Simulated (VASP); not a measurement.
# Y (Fm-3m) in VASP: a series of runs

Y is run at these levels: PBEsol; tasks: relaxation of cell and atoms, single point.

All numbers are computed with VASP 6.6.1; they aren't measurements. Logs are shortened: lines on timing, memory, paths and dates and some standing lists are left out, and cuts for length are marked.

**1. The cell of the first run**

The structure is cubic, space group Fm-3m (No. 225). Conventional cell: a = 5.090 Å, b = 5.090 Å, c = 5.090 Å, α = 90.00°, β = 90.00°, γ = 90.00°. Within 4.7 Å of Y (site symmetry m-3m) lie 12 Y at 3.60 Å.

This isn't the form of Y at room conditions, which is hcp.

**2. Relaxation of cell and atoms, PBEsol**

File INCAR:

```
PREC = Accurate
ENCUT = 500
EDIFF = 1E-7
ISMEAR = 1
SIGMA = 0.1
LREAL = False
LASPH = True
NELM = 120
ALGO = Normal
ISIF = 3
LWAVE = False
LCHARG = False
GGA = PS
IBRION = 2
NSW = 80
EDIFFG = -0.01
GGA_COMPAT = False
NELMIN = 4
```

File KPOINTS:

```
Automatic mesh
0
Gamma
  14 14 14
```

File POSCAR:

```
Y
1.0
    0.0000000000      2.5450000000      2.5450000000
    2.5450000000      0.0000000000      2.5450000000
    2.5450000000      2.5450000000      0.0000000000
Y
1
Direct
    0.0000000000      0.0000000000      0.0000000000
```

Potentials or basis: VASP PAW PBE potentials, release 64 (Y_sv).

The run is started by

```bash
> cat potpaw_PBE.64/Y_sv/POTCAR > POTCAR
> mpirun -np 1 vasp_std > vasp.out
```

OUTCAR:

```text
PREC = Accurate
   ENCUT = 500
   EDIFF = 1E-7
   ISMEAR = 1
   LREAL = False
   LASPH = True
   NELM = 120
   ISIF = 3
   GGA = PS
   IBRION = 2
   NSW = 80
   EDIFFG = -0.01
   NELMIN = 4

 ion  position               nearest neighbor table
   1  0.000  0.000  0.000-

  LATTYP: Found a face centered cubic cell.
 ALAT       =     5.0900000000

  Lattice vectors:

 A1 = (   0.0000000000,   2.5450000000,   2.5450000000)
 A2 = (   2.5450000000,   0.0000000000,   2.5450000000)
 A3 = (   2.5450000000,   2.5450000000,   0.0000000000)

Analysis of symmetry for initial positions (statically):
=====================================================================
 Subroutine PRICEL returns:
 Original cell was already a primitive cell.

 Routine SETGRP: Setting up the symmetry group for a
 face centered cubic supercell.

 Subroutine GETGRP returns: Found 48 space group operations
 (whereof 48 operations were pure point group operations)
 out of a pool of 48 trial point group operations.

The static configuration has the point symmetry O_h .

Analysis of symmetry for dynamics (positions and initial velocities):
=====================================================================
 Subroutine PRICEL returns:
 Original cell was already a primitive cell.

 Routine SETGRP: Setting up the symmetry group for a
 face centered cubic supercell.

 Subroutine GETGRP returns: Found 48 space group operations
 (whereof 48 operations were pure point group operations)
 out of a pool of 48 trial point group operations.

The dynamic configuration has the point symmetry O_h .

 Subroutine INISYM returns: Found 48 space group operations
 (whereof 48 operations are pure point group operations),
 and found     1 'primitive' translations

----------------------------------------------------------------------------------------

                                     Primitive cell

  volume of cell :      32.9681

  direct lattice vectors                    reciprocal lattice vectors
     0.000000000  2.545000000  2.545000000    -0.196463654  0.196463654  0.196463654
     2.545000000  0.000000000  2.545000000     0.196463654 -0.196463654  0.196463654
     2.545000000  2.545000000  0.000000000     0.196463654  0.196463654 -0.196463654

  length of vectors
     3.599173516  3.599173516  3.599173516     0.340285031  0.340285031  0.340285031

  position of ions in fractional coordinates (direct lattice)
     0.000000000  0.000000000  0.000000000

  ion indices of the primitive-cell ions
   primitive index   ion index
                 1           1

----------------------------------------------------------------------------------------

 KPOINTS: Automatic mesh

Automatic generation of k-mesh.
 Grid dimensions read from file:
 generate k-points for:   14   14   14

 Generating k-lattice:

  Cartesian coordinates                     Fractional coordinates (reciprocal lattice)
    -0.014033118  0.014033118  0.014033118     0.071428571  0.000000000  0.000000000
     0.014033118 -0.014033118  0.014033118     0.000000000  0.071428571  0.000000000
     0.014033118  0.014033118 -0.014033118     0.000000000  0.000000000  0.071428571

  Length of vectors
     0.024306074  0.024306074  0.024306074

  Shift w.r.t. Gamma in fractional coordinates (k-lattice)
     0.000000000  0.000000000  0.000000000

 Subroutine IBZKPT returns following result:
 ===========================================

 Found    104 irreducible k-points:

 Following reciprocal coordinates:
            Coordinates               Weight
  0.000000  0.000000  0.000000      1.000000
  0.071429  0.000000  0.000000      8.000000
  0.142857  0.000000  0.000000      8.000000
  0.214286  0.000000  0.000000      8.000000
  0.285714  0.000000  0.000000      8.000000
  0.357143  0.000000  0.000000      8.000000
[... 16 lines left out ...]
  0.214286  0.142857  0.000000     24.000000
  0.285714  0.142857  0.000000     24.000000
 [... further k-points ...]
   k-points           NKPTS =    104   k-points in BZ     NKDIM =    104   number of bands    NBANDS=      9
   number of dos      NEDOS =    301   number of ions     NIONS =      1
   total plane-waves  NPLWV =  21952
   dimension x,y,z NGX =    28 NGY =   28 NGZ =   28
   dimension x,y,z NGXF=    56 NGYF=   56 NGZF=   56
   ions per type =               1
   NGX,Y,Z   is equivalent  to a cutoff of  12.93, 12.93, 12.93 a.u.
   NGXF,Y,Z  is equivalent  to a cutoff of  25.87, 25.87, 25.87 a.u.
 SYSTEM =  unknown system
   PREC   = accura    normal or accurate (medium, high low for compatibility)
   ISTART =      0    job   : 0-new  1-cont  2-samecut
   ICHARG =      2    charge: 1-file 2-atom 10-const
   ISPIN  =      1    spin polarized calculation?
   LNONCOLLINEAR =      F non collinear calculations
   LSORBIT =      F    spin-orbit coupling
   LASPH  =      T    aspherical Exc in radial PAW
   ENCUT  =  500.0 eV  36.75 Ry    6.06 a.u.   6.56  6.56  6.56*2*pi/ulx,y,z
[... 52 lines left out ...]

------------------------ aborting loop because EDIFF is reached ----------------------------------------

  FORCE on cell =-STRESS in cart. coord.  units (eV):
  Direction    XX          YY          ZZ          XY          YZ          ZX
  --------------------------------------------------------------------------------------
  -------------------------------------------------------------------------------------
  Total       -0.5421860     -0.5421860     -0.5421860      0.0000000      0.0000000      0.0000000
  in kB      -26.3490857    -26.3490857    -26.3490857      0.0000000      0.0000000      0.0000000
  external PRESSURE =     -26.3490857 kB  Pullay stress =       0.0000000 kB

 VOLUME and BASIS-vectors are now :
 -----------------------------------------------------------------------------
  energy-cutoff  :      500.00
  volume of cell :       32.97
      direct lattice vectors                 reciprocal lattice vectors
     0.000000000  2.545000000  2.545000000    -0.196463654  0.196463654  0.196463654
     2.545000000  0.000000000  2.545000000     0.196463654 -0.196463654  0.196463654
     2.545000000  2.545000000  0.000000000     0.196463654  0.196463654 -0.196463654

 POSITION                                       TOTAL-FORCE (eV/Angst)
 -----------------------------------------------------------------------------------
      0.00000      0.00000      0.00000         0.000000     -0.000000      0.000000
 -----------------------------------------------------------------------------------
    total drift:                                0.000000     -0.000000     -0.000000

  FREE ENERGIE OF THE ION-ELECTRON SYSTEM (eV)
  ---------------------------------------------------
  free  energy   TOTEN  =        -6.7817723870 eV

  energy  without entropy=       -6.7803157181  energy(sigma->0) =       -6.78128683

--------------------------------------- Ionic step        2  -------------------------------------------

 number of electron      11.0000000 magnetization

 E-fermi :   3.3254     XC(G=0):  -9.8316

 val. band max:        3.3168155904   @ k =  -0.4286   0.2143   0.0714
 cond. band min:       3.3380169232   @ k =   0.5000   0.2143   0.0714
 fundamental gap:      0.0212013328
 Fermi energy:         3.3254106755

 k-point     1 :       0.0000    0.0000    0.0000
  band No.  band energies     occupation
      1     -39.1219      2.00000
      2     -18.7820      2.00000
      3     -18.7820      2.00000
      4     -18.7820      2.00000
      5      -1.5613      2.00000
      6       5.1547     -0.00000
      7       5.1547     -0.00000
      8       5.1547     -0.00000
      9       7.3366      0.00000

 k-point     2 :       0.0714    0.0000    0.0000
  band No.  band energies     occupation
      1     -39.1175      2.00000
      2     -18.8197      2.00000
      3     -18.7866      2.00000
      4     -18.7866      2.00000
      5      -1.4234      2.00000
      6       4.9989     -0.00000
      7       5.2198     -0.00000
      8       5.2198     -0.00000
      9       7.2603      0.00000
[... 286 lines left out ...]
 POSITION                                       TOTAL-FORCE (eV/Angst)
 -----------------------------------------------------------------------------------
      2.47843      4.95686      2.47843         0.000000      0.000000     -0.000000
 -----------------------------------------------------------------------------------
    total drift:                                0.000000      0.000000      0.000000

  FREE ENERGIE OF THE ION-ELECTRON SYSTEM (eV)
  ---------------------------------------------------
  free  energy   TOTEN  =        -6.8009928234 eV

  energy  without entropy=       -6.7995089740  energy(sigma->0) =       -6.80049821

--------------------------------------- Ionic step        3  -------------------------------------------

 number of electron      10.9999999 magnetization

 Free energy of the ion-electron system (eV)
  ---------------------------------------------------
  ext. energy  EPLUGINS =         0.00000000
  ---------------------------------------------------
  free energy    TOTEN  =        -6.80128346 eV

  energy without entropy =       -6.79977074  energy(sigma->0) =       -6.80077922

 E-fermi :   3.2827     XC(G=0):  -9.7974

 val. band max:        3.2767061859   @ k =  -0.2857   0.2857   0.0714
 cond. band min:       3.2920978190   @ k =   0.5000   0.2143   0.0714
 fundamental gap:      0.0153916331
 Fermi energy:         3.2826924335

 k-point     1 :       0.0000    0.0000    0.0000
  band No.  band energies     occupation
      1     -39.1841      2.00000
      2     -18.8520      2.00000
      3     -18.8520      2.00000
      4     -18.8520      2.00000
      5      -1.5920      2.00000
      6       5.1035     -0.00000
      7       5.1035     -0.00000
      8       5.1035     -0.00000
      9       7.2629      0.00000

 k-point     2 :       0.0714    0.0000    0.0000
  band No.  band energies     occupation
      1     -39.1799      2.00000
      2     -18.8887      2.00000
      3     -18.8566      2.00000
      4     -18.8566      2.00000
      5      -1.4554      2.00000
      6       4.9492     -0.00000
      7       5.1680     -0.00000
      8       5.1680     -0.00000
      9       7.1878      0.00000
[... 286 lines left out ...]
 POSITION                                       TOTAL-FORCE (eV/Angst)
 -----------------------------------------------------------------------------------
      0.00000     -0.00000      0.00000        -0.000000     -0.000000      0.000000
 -----------------------------------------------------------------------------------
    total drift:                               -0.000000     -0.000000     -0.000000

  FREE ENERGIE OF THE ION-ELECTRON SYSTEM (eV)
  ---------------------------------------------------
  free  energy   TOTEN  =        -6.8012834580 eV

  energy  without entropy=       -6.7997707371  energy(sigma->0) =       -6.80077922

 reached required accuracy - stopping structural energy minimisation
```

Wall time 87 s (1 thread of Intel Xeon Platinum 8259CL at 2.50GHz (Skylake/Cascade Lake), shared host); peak memory 0.2 GiB.

What came out:

- Free energy: -6.8013 eV
- Relaxed volume: 30.71 Å³/atom
- Relaxed cell: a = 3.515 Å, b = 3.515 Å, c = 3.515 Å, α = 60.00°, β = 60.00°, γ = 60.00°
- Space group after relaxing (to 0.1 Å): Fm-3m (No. 225)
- Energy gained by relaxing: 19.5 meV/atom
- Ionic steps: 3
- Pressure after relaxing: 0.0 GPa
- Band gap on the k mesh: zero (an odd number of electrons rules out a gap without spin polarisation)

The path:
```tsv
step	energy change (eV)	largest force (eV/Å)	pressure (GPa)	volume (Å³)
1	0.0000	0.0000	-2.63	32.97
2	-0.0192	0.0000	0.37	30.45
3	-0.0195	0.0000	0.00	30.71
```

Final structure:
```xyz
1
Lattice="0.0000 2.4855 2.4855 2.4855 0.0000 2.4855 2.4855 2.4855 0.0000" Properties=species:S:1:pos:R:3 pbc="T T T"
Y     0.0000    0.0000    0.0000
```

Caveat: the PAW data sets were made with another functional, which shifts forces and pressure a little.

**3. Single point, PBEsol**

This run uses another cell than the first one, of 30.17 Å³/atom.

File INCAR:

```
PREC = Accurate ; ENCUT = 520
EDIFF = 1E-6 ; ISMEAR = 1
SIGMA = 0.1 ; LREAL = False
LASPH = True ; NELM = 100
ALGO = Normal ; ISIF = 2
LWAVE = False ; LCHARG = False
GGA = PS ; NBANDS = 12
```

KPOINTS is that of step 2.

File POSCAR:

```
Y
1.0
    0.0000000000      2.4707823220      2.4707823220
    2.4707823220      0.0000000000      2.4707823220
    2.4707823220      2.4707823220      0.0000000000
Y
1
Direct
    0.0000000000      0.0000000000      0.0000000000
```

Potentials or basis: VASP PAW PBE potentials, release 64 (Y_sv).

The run is started by

```bash
> cat potpaw_PBE.64/Y_sv/POTCAR > POTCAR
> mpirun -np 1 vasp_std > vasp.out
```

It took 56 s on 1 thread of Intel Xeon 8259CL, shared host; peak memory 0.2 GiB.

It converged, with:

```
Free energy            : -6.7998 eV
Pressure               : 0.8 GPa
Band gap on the k mesh : zero (an odd number of electrons rules out a gap without spin polarisation)
```

Levels at points of the mesh, in eV from the Fermi level:
```tsv
k point	band 2	band 3	band 4	band 5	band 6	band 7	band 8	band 9
(0.00, 0.00, 0.00)	-22.08	-22.08	-22.08	-4.90	1.84	1.84	1.84	4.05
(0.50, 0.00, 0.00)	-22.81	-22.17	-22.17	-2.11	0.85	1.65	1.65	5.66
(0.50, 0.50, 0.00)	-22.76	-22.34	-22.34	-1.95	-1.04	2.42	5.68	6.13
```

Caveat: the PAW data sets were made with another functional, which shifts forces and pressure a little.

**4. Single point, PBEsol**

This run uses another cell than the first one, of 30.78 Å³/atom.

File INCAR:

```
PREC = Accurate
ENCUT = 520
EDIFF = 1E-7
ISMEAR = 1
SIGMA = 0.1
LREAL = False
LASPH = True
NELM = 60
ALGO = Normal
ISIF = 2
LWAVE = False
LCHARG = True
GGA = PS
LELF = True
LVHAR = True
NBANDS = 12
```

KPOINTS is that of step 3.

File POSCAR:

```
Y
1.0
    0.0000000000      2.4874773036      2.4874773036
    2.4874773036      0.0000000000      2.4874773036
    2.4874773036      2.4874773036      0.0000000000
Y
1
Direct
    0.0000000000      0.0000000000      0.0000000000
```

The run is started by

```bash
> cat potpaw_PBE.64/Y_sv/POTCAR > POTCAR
> mpirun -np 1 vasp_std > vasp.out
```

It took 73 s on 1 thread of Intel Xeon 8259CL, shared host; peak memory 0.2 GiB.

The run converged. Its results:

| Item | Value |
| --- | --- |
| Free energy | -6.8011 eV |
| Pressure | -0.1 GPa |
| Band gap on the k mesh | zero (an odd number of electrons rules out a gap without spin polarisation) |

Levels at points of the mesh, in eV from the Fermi level:
```csv
k point,band 1,band 2,band 3,band 4,band 5,band 6,band 7,band 8,band 9,band 10
"(0.00, 0.00, 0.00)",-42.47,-22.14,-22.14,-22.14,-4.87,1.82,1.82,1.82,3.97,3.97
"(0.50, 0.00, 0.00)",-42.39,-22.83,-22.23,-22.23,-2.08,0.78,1.63,1.63,5.55,5.55
"(0.50, 0.50, 0.00)",-42.36,-22.79,-22.39,-22.39,-1.90,-1.00,2.32,5.56,6.00,6.00
```

Caveat: the PAW data sets were made with another functional, which shifts forces and pressure a little.

**5. Single point, PBEsol**

This run uses another cell than the first one, of 30.78 Å³/atom.

File INCAR:

```
SYSTEM = Y
PREC = Accurate
ENCUT = 520
EDIFF = 1E-6
ISMEAR = 1
SIGMA = 0.1
LREAL = .False.
LASPH = .True.
NELM = 80
ALGO = Normal
ISIF = 2
LWAVE = .False.
LCHARG = .False.
GGA = PS
NBANDS = 12
```

File KPOINTS:

```
Automatic mesh
0
Gamma
  14 14 14
  0 0 0
```

POSCAR is that of step 4.

The run is started by

```bash
> cat potpaw_PBE.64/Y_sv/POTCAR > POTCAR
> mpirun -np 1 vasp_std > vasp.out
```

Wall time 56 s (1 thread of Intel Xeon 8259CL, shared host); peak memory 0.2 GiB.

The run converged. Its results:

```
Free energy            : -6.8011 eV
Pressure               : -0.1 GPa
Band gap on the k mesh : zero (an odd number of electrons rules out a gap without spin polarisation)
```

Levels at points of the mesh, in eV from the Fermi level:
```csv
k point,band 1,band 2,band 3,band 4,band 5,band 6,band 7,band 8,band 9,band 10
"(0.00, 0.00, 0.00)",-42.47,-22.14,-22.14,-22.14,-4.87,1.82,1.82,1.82,3.97,3.97
"(0.50, 0.00, 0.00)",-42.39,-22.83,-22.23,-22.23,-2.08,0.78,1.63,1.63,5.55,5.55
"(0.50, 0.50, 0.00)",-42.36,-22.79,-22.39,-22.39,-1.90,-1.00,2.32,5.56,6.00,6.00
```

Caveat: the PAW data sets were made with another functional, which shifts forces and pressure a little.

**6. Single point, PBEsol**

This run uses another cell than the first one, of 31.40 Å³/atom.

File INCAR:

```
SYSTEM = Y
PREC = Accurate ; ENCUT = 520
EDIFF = 1E-6 ; ISMEAR = 1
SIGMA = 0.1 ; LREAL = .False.
LASPH = .True. ; NELM = 80
ALGO = Normal ; ISIF = 2
LWAVE = .False. ; LCHARG = .False.
GGA = PS ; NBANDS = 12
```

KPOINTS is that of step 5.

File POSCAR:

```
Y
1.0
    0.0000000000      2.5039511433      2.5039511433
    2.5039511433      0.0000000000      2.5039511433
    2.5039511433      2.5039511433      0.0000000000
Y
1
Direct
    0.0000000000      0.0000000000      0.0000000000
```

Potentials or basis: VASP PAW PBE potentials, release 64 (Y_sv).

The run is started by

```bash
> cat potpaw_PBE.64/Y_sv/POTCAR > POTCAR
> mpirun -np 1 vasp_std > vasp.out
```

It took 61 s on 1 thread of Intel Xeon 8259CL, shared host; peak memory 0.2 GiB.

It converged, with:

- Free energy: -6.7993 eV
- Pressure: -0.9 GPa
- Band gap on the k mesh: zero (an odd number of electrons rules out a gap without spin polarisation)

Levels at points of the mesh, in eV from the Fermi level:
```tsv
k point	band 2	band 3	band 4	band 5	band 6	band 7	band 8	band 9
(0.00, 0.00, 0.00)	-22.21	-22.21	-22.21	-4.84	1.80	1.80	1.80	3.90
(0.50, 0.00, 0.00)	-22.85	-22.29	-22.29	-2.05	0.72	1.62	1.62	5.44
(0.50, 0.50, 0.00)	-22.81	-22.44	-22.44	-1.85	-0.96	2.23	5.45	5.88
```

Caveat: the PAW data sets were made with another functional, which shifts forces and pressure a little.

**7. The runs side by side**

| task | cell | cutoff (eV) | gap on the mesh (eV) | pressure (GPa) |
| --- | --- | --- | --- | --- |
| relaxation of cell and atoms | relaxed from a = 3.599 Å, angles 60.0°, 1 atom | 500 | none | 0.0 |
| single point | a = 3.494 Å, angles 60.0°, 1 atom | 520 | none | 0.8 |
| single point | a = 3.518 Å, angles 60.0°, 1 atom | 520 | none | -0.1 |
| single point | a = 3.541 Å, angles 60.0°, 1 atom | 520 | none | -0.9 |

Alike in all rows: level PBEsol; potentials or basis VASP PAW PBE potentials, release 64 (Y_sv); no spin polarisation; k mesh 14 × 14 × 14; smearing methfessel-paxton 0.1 eV.

Caveats: the PAW data sets were made with another functional, which shifts forces and pressure a little.

Total energies depend on the potentials used, so only differences within one code and one set of settings carry meaning.
